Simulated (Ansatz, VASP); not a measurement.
**Na: VASP beside Ansatz**

```xyz
2
Lattice="3.7670 0.0000 0.0000 -1.8835 3.2623 0.0000 0.0000 0.0000 5.8463" Properties=species:S:1:pos:R:3 pbc="T T T"
Na    0.0000    2.1749    1.4616
Na    1.8835    1.0874    4.3847
```

Change from the starting cell: strain +0.000 along x and y, -0.050 along z, atoms carried along.

Alike in both runs: task single point; functional PBE; k mesh 15 × 15 × 8; occupations gaussian, width 0.15 eV; no spin polarisation.

|  | VASP | Ansatz |
| --- | --- | --- |
| version | VASP 6.6.1 | Ansatz 0.2.0 |
| potentials or method | VASP PAW PBE potentials, release 64 (Na_pv), cutoff 520 eV | scalar-relativistic, plane waves, PAW |
| valence electrons in the cell | 14 | 18 |

|  | VASP | Ansatz | Ansatz less VASP |
| --- | --- | --- | --- |
| gap on the k mesh at the Fermi level (eV) | none | none | - |
| pressure (GPa) | 0.3 | 0.3 | 0.00 |
| traceless stress, the component that is largest in VASP (GPa) | 0.29 | 0.29 | +0.001 |

A gap of «none» marks a metal or a gap that the smearing closes. VASP's potentials hold 14 valence electrons a cell and Ansatz's 18, so a difference there can come from the potentials and not from the codes.
